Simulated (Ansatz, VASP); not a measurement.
## Fe in VASP and in Ansatz

```
CELL_PARAMETERS angstrom
-1.44300 1.44300 1.44300
1.44300 -1.44300 1.44300
1.44300 1.44300 -1.44300
ATOMIC_POSITIONS crystal
Fe 0.00000 0.00000 0.00000
```

Alike in both runs: task relaxation of cell and atoms; functional RPBE; dispersion D3(BJ); k mesh 13 × 13 × 13; occupations fermi-dirac, width 0.05 eV; collinear spin.

|  | VASP | Ansatz |
| --- | --- | --- |
| version | VASP 6.6.1 | Ansatz 0.2.0 |
| potentials or method | VASP PAW PBE potentials, release 64 (Fe), cutoff 600 eV | all-electron LAPW, scalar-relativistic |

|  | VASP | Ansatz | Ansatz less VASP |
| --- | --- | --- | --- |
| net moment per atom (μB) | 2.02 | 2.01 | -0.007 |
| size of the moment on the site where the two differ most (μB) | 2.00 | 2.06 | +0.063 |
| relaxed volume (Å³/atom) | 10.25 | 10.28 | +0.025 |
| relaxed cell length with the largest relative difference (Å) | 2.370 | 2.372 | +0.0019 |

VASP's potentials were made for PBE, not for RPBE. Site moments also hang on the region over which each program counts them. Ansatz ran all-electron here, and VASP with PAW potentials.
